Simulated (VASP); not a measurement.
Input of a VASP 6.6.1 run:

File INCAR:

```
SYSTEM = BaTe
  ALGO = Normal
  EDIFF = 1E-7
  ENCUT = 520
  GGA = PE
  ISIF = 2
  ISMEAR = 0
  LASPH = .TRUE.
  LCHARG = .FALSE.
  LREAL = .FALSE.
  LWAVE = .FALSE.
  NBANDS = 15
  NELM = 60
  PREC = Accurate
  SIGMA = 0.01
```

KPOINTS

```
k-points
0
G
  6 6 6
  0 0 0
```

File POSCAR:

```
BaTe
1.0
    0.0000000000      3.4967037339      3.4967037339
    3.4967037339      0.0000000000      3.4967037339
    3.4967037339      3.4967037339      0.0000000000
Ba Te
1 1
Direct
    0.0000000000      0.0000000000      0.0000000000
    0.5000000000      0.5000000000      0.5000000000
```

Potentials or basis: VASP PAW PBE potentials, release 64 (Ba_sv, Te).

Launch:

```console
$ cat potpaw_PBE.64/Ba_sv/POTCAR potpaw_PBE.64/Te/POTCAR > POTCAR
$ mpirun -np 1 vasp_std > vasp.out
```

Question: What does it give for the pressure?

Answer: 1.3 GPa.

Question: What does it give for the band gap on the k mesh?

Answer: 1.51 eV (least direct gap 1.90 eV).

Caveat: spin-orbit coupling is left out, which moves the levels of the heavy elements. A k mesh can miss the band edges.
